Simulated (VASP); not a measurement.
# BeTe (F-43m) in VASP: notebook

Runs on BeTe. Level: r2SCAN. Tasks: relaxation of the atoms.

Program: VASP 6.6.1. These are calculated values, not measurements. Logs are shortened: lines on timing, memory, paths and dates and some standing lists are left out, and cuts for length are marked.

## (1) The cell of the first run

Symmetry: F-43m, No. 216, cubic system. The conventional cell has a = 5.768 Å, b = 5.768 Å, c = 5.768 Å, α = 90.00°, β = 90.00°, γ = 90.00°. Be (site symmetry -43m) has 4 Te at 2.50 Å within 3.3 Å. Within 3.3 Å of Te (site symmetry -43m) lie 4 Be at 2.50 Å.

## (2) Relaxation of the atoms, r2SCAN

Input file POSCAR:

```
BeTe
1.0
    0.0000000000      2.8839138600      2.8839138600
    2.8839138600      0.0000000000      2.8839138600
    2.8839138600      2.8839138600      0.0000000000
Be Te
1 1
Direct
    0.0000000000      0.0000000000      0.0000000000
    0.2500000000      0.2500000000      0.2500000000
```

Input file INCAR.step1:

```
ALGO = Normal ; EDIFF = 1E-4
ENCUT = 520 ; GGA = PE
ISMEAR = -1 ; LASPH = T
LCHARG = F ; LREAL = F
LWAVE = T ; NELM = 60
PREC = Accurate ; SIGMA = 0.02
```

Input file INCAR.step2:

```
ALGO = Normal ; EDIFF = 1E-6
EDIFFG = -0.01 ; ENCUT = 520
IBRION = 2 ; ISIF = 2
ISMEAR = -1 ; ISTART = 1
LASPH = T ; LCHARG = F
LMIXTAU = T ; LREAL = F
LWAVE = F ; METAGGA = R2SCAN
NELM = 60 ; NSW = 50
PREC = Accurate ; SIGMA = 0.02
```

Input file KPOINTS:

```
k-points
0
Gamma
  8 8 8
```

Potentials or basis: VASP PAW PBE potentials, release 64 (Be, Te).

On the command line:

```console
> cat potpaw_PBE.64/Be/POTCAR potpaw_PBE.64/Te/POTCAR > POTCAR
> cp INCAR.step1 INCAR
> mpirun -np 1 vasp_std > vasp.out
> cp INCAR.step2 INCAR
> mpirun -np 1 vasp_std > vasp.out
```

OUTCAR:

```text
EDIFF = 1E-6
   EDIFFG = -0.01
   ENCUT = 520
   IBRION = 2
   ISIF = 2
   ISMEAR = -1
   ISTART = 1
   LASPH = T
   LREAL = F
   METAGGA = R2SCAN
   NELM = 60
   NSW = 50
   PREC = Accurate

 ion  position               nearest neighbor table
   1  0.000  0.000  0.000-   2 2.50   2 2.50   2 2.50   2 2.50
   2  0.250  0.250  0.250-   1 2.50   1 2.50   1 2.50   1 2.50

  LATTYP: Found a face centered cubic cell.
 ALAT       =     5.7678277200

  Lattice vectors:

 A1 = (   0.0000000000,   2.8839138600,   2.8839138600)
 A2 = (   2.8839138600,   0.0000000000,   2.8839138600)
 A3 = (   2.8839138600,   2.8839138600,   0.0000000000)

Analysis of symmetry for initial positions (statically):
=====================================================================
 Subroutine PRICEL returns:
 Original cell was already a primitive cell.

 Routine SETGRP: Setting up the symmetry group for a
 face centered cubic supercell.

 Subroutine GETGRP returns: Found 24 space group operations
 (whereof 24 operations were pure point group operations)
 out of a pool of 48 trial point group operations.

The static configuration has the point symmetry T_d .

Analysis of symmetry for dynamics (positions and initial velocities):
=====================================================================
 Subroutine PRICEL returns:
 Original cell was already a primitive cell.

 Routine SETGRP: Setting up the symmetry group for a
 face centered cubic supercell.

 Subroutine GETGRP returns: Found 24 space group operations
 (whereof 24 operations were pure point group operations)
 out of a pool of 48 trial point group operations.

The dynamic configuration has the point symmetry T_d .

 Subroutine INISYM returns: Found 24 space group operations
 (whereof 24 operations are pure point group operations),
 and found     1 'primitive' translations

----------------------------------------------------------------------------------------

                                     Primitive cell

  volume of cell :      47.9708

  direct lattice vectors                    reciprocal lattice vectors
     0.000000000  2.883913860  2.883913860    -0.173375497  0.173375497  0.173375497
     2.883913860  0.000000000  2.883913860     0.173375497 -0.173375497  0.173375497
     2.883913860  2.883913860  0.000000000     0.173375497  0.173375497 -0.173375497

  length of vectors
     4.078470094  4.078470094  4.078470094     0.300295170  0.300295170  0.300295170

  position of ions in fractional coordinates (direct lattice)
     0.000000000  0.000000000  0.000000000
     0.250000000  0.250000000  0.250000000

  ion indices of the primitive-cell ions
   primitive index   ion index
                 1           1
                 2           2

----------------------------------------------------------------------------------------

 KPOINTS: k-points

Automatic generation of k-mesh.
 Grid dimensions read from file:
 generate k-points for:    8    8    8

 Generating k-lattice:

  Cartesian coordinates                     Fractional coordinates (reciprocal lattice)
    -0.021671937  0.021671937  0.021671937     0.125000000  0.000000000  0.000000000
     0.021671937 -0.021671937  0.021671937     0.000000000  0.125000000  0.000000000
     0.021671937  0.021671937 -0.021671937     0.000000000  0.000000000  0.125000000

  Length of vectors
     0.037536896  0.037536896  0.037536896

  Shift w.r.t. Gamma in fractional coordinates (k-lattice)
     0.000000000  0.000000000  0.000000000

 Subroutine IBZKPT returns following result:
 ===========================================

 Found     29 irreducible k-points:

 Following reciprocal coordinates:
            Coordinates               Weight
  0.000000  0.000000  0.000000      1.000000
  0.125000  0.000000  0.000000      8.000000
  0.250000  0.000000  0.000000      8.000000
  0.375000  0.000000  0.000000      8.000000
  0.500000  0.000000  0.000000      4.000000
  0.125000  0.125000  0.000000      6.000000
[... 16 lines left out ...]
  0.500000  0.250000  0.125000     48.000000
 -0.375000  0.250000  0.125000     24.000000
 [... further k-points ...]
   k-points           NKPTS =     29   k-points in BZ     NKDIM =     29   number of bands    NBANDS=      8
   number of dos      NEDOS =    301   number of ions     NIONS =      2
   total plane-waves  NPLWV =  27000
   dimension x,y,z NGX =    30 NGY =   30 NGZ =   30
   dimension x,y,z NGXF=    60 NGYF=   60 NGZF=   60
   ions per type =               1   1
   NGX,Y,Z   is equivalent  to a cutoff of  12.23, 12.23, 12.23 a.u.
   NGXF,Y,Z  is equivalent  to a cutoff of  24.46, 24.46, 24.46 a.u.
 SYSTEM =  unknown system
   PREC   = accura    normal or accurate (medium, high low for compatibility)
   ISTART =      1    job   : 0-new  1-cont  2-samecut
   ICHARG =      0    charge: 1-file 2-atom 10-const
   ISPIN  =      1    spin polarized calculation?
   LNONCOLLINEAR =      F non collinear calculations
   LSORBIT =      F    spin-orbit coupling
   LASPH  =      T    aspherical Exc in radial PAW
   ENCUT  =  520.0 eV  38.22 Ry    6.18 a.u.   7.58  7.58  7.58*2*pi/ulx,y,z
   NELM   =     60;   NELMIN=  2; NELMDL=  0     # of ELM steps
   EDIFF  = 0.1E-05   stopping-criterion for ELM
   LREAL  =      F    real-space projection
   EDIFFG = -.1E-01   stopping-criterion for IOM
   NSW    =     50    number of steps for IOM
   IBRION =      2    ionic relax: 0-MD 1-quasi-New 2-CG
   NFREE  =      1    steps in history (QN), initial steepest desc. (CG)
   ISIF   =      2    stress and relaxation
   ISYM   =      2    0-nonsym 1-usesym 2-fastsym
   POTIM  = 0.5000    time-step for ionic-motion
   TEBEG  =    0.0;   TEEND  =   0.0 temperature during run
   PSTRESS=    0.0 pullay stress
   NELECT =       8.0000    total number of electrons
   NUPDOWN=      -1.0000    fix difference up-down
   EMIN   =  10.00;   EMAX   =-10.00  energy-range for DOS
   EFERMI =   0.00;   METHOD = LEGACY
   ISMEAR =    -1;   SIGMA  =   0.02  broadening in eV -4-tet -1-fermi 0-gaus
   EFERMI_NEDOS =   21; number of points for ismear=-14 and -15
   IALGO  =     38    algorithm
   IMIX   =      4    mixing-type and parameters
     AMIX     =   0.40;   BMIX     =  1.00
     AMIX_MAG =   1.60;   BMIX_MAG =  1.00
  volume/ion in A,a.u.               =      23.99       161.86
  Fermi-wavevector in a.u.,A,eV,Ry     =   0.901113  1.702856 11.047992  0.812004
  Thomas-Fermi vector in A             =   2.024154
   LORBIT       =      0    0 simple, 1 ext, 2 COOP (PROOUT), +10 PAW based schemes
   METAGGA = R2SCAN    functional components
   LHFCALC =     F    Hartree Fock is set to
   AEXX    =    0.0000 exact exchange contribution
   IVDW    =     0    specifies the selected vdW correction
   LEPSILON=     F    determine dielectric tensor
   LRPA    =     F    only Hartree local field effects (RPA)
 conjugate gradient relaxation of ions
 non-spin polarized calculation
  energy-cutoff  :      520.00
  volume of cell :       47.97
 maximum number of plane-waves:      1308
   NGX = 15   NGY = 15   NGZ = 15

 number of electron       8.0000000 magnetization

 Free energy of the ion-electron system (eV)
  ---------------------------------------------------
  ext. energy  EPLUGINS =         0.00000000
  ---------------------------------------------------
  free energy    TOTEN  =       -30.66025335 eV

  energy without entropy =      -30.66025335  energy(sigma->0) =      -30.66025335

 E-fermi :   4.5337     XC(G=0):  -9.1832

 val. band max:        4.1558538048   @ k =   0.0000   0.0000   0.0000
 cond. band min:       6.6586143725   @ k =   0.5000   0.5000   0.0000
 fundamental gap:      2.5027605677
 Fermi energy:         4.5336596841

 k-point     1 :       0.0000    0.0000    0.0000
  band No.  band energies     occupation
      1      -8.1587      2.00000
      2       4.1558      2.00000
      3       4.1559      2.00000
      4       4.1559      2.00000
      5       8.1195      0.00000
      6       8.2379      0.00000
      7       8.2379      0.00000
      8       8.2379      0.00000

 k-point     2 :       0.1250    0.0000    0.0000
  band No.  band energies     occupation
      1      -8.0171      2.00000
      2       2.9189      2.00000
      3       3.9461      2.00000
      4       3.9461      2.00000
      5       8.0508      0.00000
      6       8.5606      0.00000
      7       8.5606      0.00000
      8       9.4566      0.00000

 k-point     3 :       0.2500    0.0000    0.0000
  band No.  band energies     occupation
      1      -7.6290      2.00000
      2       0.9845      2.00000
      3       3.5406      2.00000
      4       3.5406      2.00000
      5       7.7878      0.00000
      6       9.0793      0.00000
      7       9.0793      0.00000
      8      11.4664      0.00000

 k-point     4 :       0.3750    0.0000    0.0000
  band No.  band energies     occupation
      1      -7.1436      2.00000
      2      -0.5434      2.00000
      3       3.2202      2.00000
      4       3.2203      2.00000
      5       7.5831      0.00000
      6       9.2285      0.00000
      7       9.2286      0.00000
      8      12.5979      0.00000

 k-point     5 :       0.5000    0.0000    0.0000
  band No.  band energies     occupation
      1      -6.8958      2.00000
      2      -1.1507      2.00000
      3       3.1039      2.00000
      4       3.1040      2.00000
      5       7.5101      0.00000
      6       9.2063      0.00000
      7       9.2063      0.00000
      8      12.6174      0.00000
[... 177 lines left out ...]
 k-point    22 :       0.3750    0.2500    0.1250
  band No.  band energies     occupation
      1      -7.3097      2.00000
      2       0.7084      2.00000
      3       2.0688      2.00000
      4       3.0245      2.00000
      5       8.2027      0.00000
      6       9.2739      0.00000
      7      10.0353      0.00000
      8      10.8153      0.00000

 k-point    23 :       0.5000    0.2500    0.1250
  band No.  band energies     occupation
      1      -6.8812      2.00000
      2      -0.2938      2.00000
      3       1.5383      2.00000
      4       2.6018      2.00000
      5       8.6177      0.00000
      6       9.2202      0.00000
      7      10.4814      0.00000
      8      11.4597      0.00000

 k-point    24 :      -0.3750    0.2500    0.1250
  band No.  band energies     occupation
      1      -6.6694      2.00000
      2      -0.7574      2.00000
      3       1.4226      2.00000
      4       2.3946      2.00000
      5       8.7644      0.00000
      6       8.9493      0.00000
      7      11.1974      0.00000
      8      12.3400      0.00000

 [... further k-points ...]
[... 5 lines left out ...]
  --------------------------------------------------------------------------------------
  -------------------------------------------------------------------------------------
  Total       -0.8908796     -0.8908796     -0.8908796      0.0000000      0.0000000      0.0000000
  in kB      -29.7545064    -29.7545064    -29.7545064      0.0000000      0.0000000      0.0000000
  external PRESSURE =     -29.7545064 kB  Pullay stress =       0.0000000 kB

 VOLUME and BASIS-vectors are now :
 -----------------------------------------------------------------------------
  energy-cutoff  :      520.00
  volume of cell :       47.97
      direct lattice vectors                 reciprocal lattice vectors
     0.000000000  2.883913860  2.883913860    -0.173375497  0.173375497  0.173375497
     2.883913860  0.000000000  2.883913860     0.173375497 -0.173375497  0.173375497
     2.883913860  2.883913860  0.000000000     0.173375497  0.173375497 -0.173375497

 POSITION                                       TOTAL-FORCE (eV/Angst)
 -----------------------------------------------------------------------------------
      0.00000      0.00000      0.00000         0.000000      0.000000      0.000000
      1.44196      1.44196      1.44196        -0.000000     -0.000000     -0.000000
 -----------------------------------------------------------------------------------
    total drift:                                0.000000      0.000000      0.000000

  FREE ENERGIE OF THE ION-ELECTRON SYSTEM (eV)
  ---------------------------------------------------
  free  energy   TOTEN  =       -30.6602533531 eV

  energy  without entropy=      -30.6602533531  energy(sigma->0) =      -30.66025335

 reached required accuracy - stopping structural energy minimisation
```

It took 78 s on 1 thread of Intel Xeon 6975P-C, shared host; peak memory 0.17 GiB.

What came out:

- Free energy: -30.6603 eV
- Pressure after relaxing: -3.0 GPa
- Band gap on the k mesh: 2.50 eV, indirect (least direct gap 3.96 eV)

Final structure:
```cif
data_structure
_symmetry_space_group_name_H-M 'P 1'
_symmetry_Int_Tables_number 1
_cell_length_a 4.0785
_cell_length_b 4.0785
_cell_length_c 4.0785
_cell_angle_alpha 60.000
_cell_angle_beta 60.000
_cell_angle_gamma 60.000
_cell_volume 47.97
loop_
_atom_site_label
_atom_site_type_symbol
_atom_site_fract_x
_atom_site_fract_y
_atom_site_fract_z
_atom_site_occupancy
Be1 Be 0.00000 0.00000 0.00000 1
Te1 Te 0.25000 0.25000 0.25000 1
```

Levels at points of the mesh, in eV from the valence-band top:
| k point | band 1 | band 2 | band 3 | band 4 | band 5 | band 6 | band 7 | band 8 |
| --- | --- | --- | --- | --- | --- | --- | --- | --- |
| (0.00, 0.00, 0.00) | -12.31 | 0.00 | 0.00 | 0.00 | 3.96 | 4.08 | 4.08 | 4.08 |
| (0.50, 0.00, 0.00) | -11.05 | -5.31 | -1.05 | -1.05 | 3.35 | 5.05 | 5.05 | 8.46 |
| (0.50, 0.50, 0.00) | -10.59 | -4.96 | -2.48 | -2.48 | 2.50 | 3.08 | 10.11 | 10.11 |

Caveat: the relaxation stopped at its first step, so nothing moved; the PAW data sets were made with another functional, which shifts forces and pressure a little; spin-orbit coupling is left out, which moves the levels of the heavy elements. A k mesh can miss the band edges.

## (3) Relaxation of the atoms, r2SCAN

This run uses another cell than the first one, of 21.72 Å³/atom, 0.906 times its volume.

Input file POSCAR:

```
BeTe
1.0
    0.0000000000      2.7902133100      2.7902133100
    2.7902133100      0.0000000000      2.7902133100
    2.7902133100      2.7902133100      0.0000000000
Be Te
1 1
Direct
    0.0000000000      0.0000000000      0.0000000000
    0.2500000000      0.2500000000      0.2500000000
```

Input file INCAR.step1:

```
  PREC = Accurate
  ENCUT = 520
  ISMEAR = -1
  SIGMA = 0.02
  LREAL = False
  LASPH = True
  NELM = 80
  GGA = PE
  ALGO = Normal
  EDIFF = 1E-4
  LWAVE = True
  LCHARG = False
```

Input file INCAR.step2:

```
  PREC = Accurate
  ENCUT = 520
  EDIFF = 1E-7
  ISMEAR = -1
  SIGMA = 0.02
  LREAL = False
  LASPH = True
  NELM = 80
  ALGO = Normal
  ISIF = 2
  LWAVE = False
  LCHARG = False
  METAGGA = R2SCAN
  LMIXTAU = True
  IBRION = 2
  NSW = 50
  EDIFFG = -0.01
  ISTART = 1
```

Input file KPOINTS:

```
Automatic mesh
0
Gamma
  8 8 8
```

Potentials or basis: VASP PAW PBE potentials, release 64 (Be, Te).

On the command line:

```console
> cat potpaw_PBE.64/Be/POTCAR potpaw_PBE.64/Te/POTCAR > POTCAR
> cp INCAR.step1 INCAR
> mpirun -np 1 vasp_std > vasp.out
> cp INCAR.step2 INCAR
> mpirun -np 1 vasp_std > vasp.out
```

Run time: 24 s. Hardware: 1 thread of Intel Xeon 6975P-C, shared host; peak memory 0.18 GiB.

It converged, with:

| Item | Value |
| --- | --- |
| Free energy | -30.6681 eV |
| Pressure after relaxing | 2.8 GPa |
| Band gap on the k mesh | 2.27 eV, indirect (least direct gap 3.99 eV) |

Final structure:
```
Be Te
1.0
     0.00000    2.79021    2.79021
     2.79021    0.00000    2.79021
     2.79021    2.79021    0.00000
Be Te
1 1
Direct
  0.00000 0.00000 0.00000
  0.25000 0.25000 0.25000
```

Levels at points of the mesh, in eV from the valence-band top:
| k point | band 2 | band 3 | band 4 | band 5 | band 6 | band 7 |
| --- | --- | --- | --- | --- | --- | --- |
| (0.00, 0.00, 0.00) | 0.00 | 0.00 | 0.00 | 3.99 | 3.99 | 3.99 |
| (0.50, 0.00, 0.00) | -5.95 | -1.22 | -1.22 | 3.63 | 5.00 | 5.00 |
| (0.50, 0.50, 0.00) | -5.50 | -2.86 | -2.86 | 2.27 | 2.95 | 10.75 |

Caveat: the relaxation stopped at its first step, so nothing moved; the PAW data sets were made with another functional, which shifts forces and pressure a little; spin-orbit coupling is left out, which moves the levels of the heavy elements. A k mesh can miss the band edges.

## (4) Relaxation of the atoms, r2SCAN

This run uses another cell than the first one, of 22.18 Å³/atom, 0.925 times its volume.

Input file POSCAR:

```
BeTe
1.0
    0.0000000000      2.8094567700      2.8094567700
    2.8094567700      0.0000000000      2.8094567700
    2.8094567700      2.8094567700      0.0000000000
Be Te
1 1
Direct
    0.0000000000      0.0000000000      0.0000000000
    0.2500000000      0.2500000000      0.2500000000
```

Input file INCAR.step1:

```
SYSTEM = BeTe
PREC = Accurate
ENCUT = 520
ISMEAR = -1
SIGMA = 0.02
LREAL = .False.
LASPH = .True.
NELM = 60
GGA = PE
ALGO = Normal
EDIFF = 1E-4
LWAVE = .True.
LCHARG = .False.
```

Input file INCAR.step2:

```
SYSTEM = BeTe
PREC = Accurate
ENCUT = 520
EDIFF = 1E-7
ISMEAR = -1
SIGMA = 0.02
LREAL = .False.
LASPH = .True.
NELM = 60
ALGO = Normal
ISIF = 2
LWAVE = .False.
LCHARG = .False.
METAGGA = R2SCAN
LMIXTAU = .True.
IBRION = 2
NSW = 50
EDIFFG = -0.01
ISTART = 1
```

Input file KPOINTS:

```
Automatic mesh
0
Gamma
  8 8 8
  0 0 0
```

On the command line:

```console
> cat potpaw_PBE.64/Be/POTCAR potpaw_PBE.64/Te/POTCAR > POTCAR
> cp INCAR.step1 INCAR
> mpirun -np 1 vasp_std > vasp.out
> cp INCAR.step2 INCAR
> mpirun -np 1 vasp_std > vasp.out
```

Wall time 26 s (1 thread of Intel Xeon 6975P-C, shared host); peak memory 0.18 GiB.

The run converged. Its results:

| Item | Value |
| --- | --- |
| Free energy | -30.6803 eV |
| Pressure after relaxing | 1.4 GPa |
| Band gap on the k mesh | 2.32 eV, indirect (least direct gap 4.01 eV) |

Final structure:
```xyz
2
Lattice="0.0000 2.8095 2.8095 2.8095 0.0000 2.8095 2.8095 2.8095 0.0000" Properties=species:S:1:pos:R:3 pbc="T T T"
Be    0.0000    0.0000    0.0000
Te    1.4047    1.4047    1.4047
```

Levels at points of the mesh, in eV from the valence-band top:
```
           k point  band 1  band 2  band 3  band 4  band 5  band 6  band 7  band 8
(0.00, 0.00, 0.00)  -12.84    0.00    0.00    0.00    4.01    4.01    4.01    4.57
(0.50, 0.00, 0.00)  -11.38   -5.81   -1.18   -1.18    3.57    5.01    5.01    8.47
(0.50, 0.50, 0.00)  -10.83   -5.38   -2.77   -2.77    2.32    2.98   10.62   10.62
```

Caveat: the relaxation stopped at its first step, so nothing moved; the PAW data sets were made with another functional, which shifts forces and pressure a little; spin-orbit coupling is left out, which moves the levels of the heavy elements. r2SCAN opens gaps a little over a GGA but as a rule still falls short of measured ones.

(Part 1 of 2 ends here.)
